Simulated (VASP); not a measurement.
NiO, 2 atoms in the cell. It takes space group Fm-3m (No. 225, cubic). Conventional cell: a = 4.183 Å, b = 4.183 Å, c = 4.183 Å, α = 90.00°, β = 90.00°, γ = 90.00°. Ni (site symmetry m-3m) has 6 O at 2.09 Å within 2.8 Å. O (site symmetry m-3m) has 6 Ni at 2.09 Å within 2.8 Å. 

```yaml
Program: VASP 6.6.1
Task: electric field gradients
Functional: PBE
Potentials_or_basis: VASP PAW PBE potentials, release 64 (Ni, O)
Cutoff: 520 eV
k_mesh: 15 × 15 × 15
Occupations: fermi-dirac, width 0.03 eV
Spin: collinear spin, ferromagnetic start
Starting_moments: "[1.5, 0.0] μB"
Dipole_correction: no
Further_INCAR_settings: ALGO = Normal; EDIFF = 1e-08; NBANDS = 19
```

Potentials or basis: VASP PAW PBE potentials, release 64 (Ni, O).

Command:

```bash
$ cat potpaw_PBE.64/Ni/POTCAR potpaw_PBE.64/O/POTCAR > POTCAR
$ mpirun -np 1 vasp_std > vasp.out
```

Hardware: 1 thread of Intel(R) Xeon(R) Platinum 8259CL CPU @ 2.50GHz (Skylake/Cascade Lake), with other jobs on the host.

Problem. How long does it take, and how much memory?

Solution. Run time: 100 s on 1 thread of Intel(R) Xeon(R) Platinum 8259CL CPU @ 2.50GHz (Skylake/Cascade Lake), on a shared host, peak memory 0.2 GiB. Counts: scf iterations 20, k points 120.
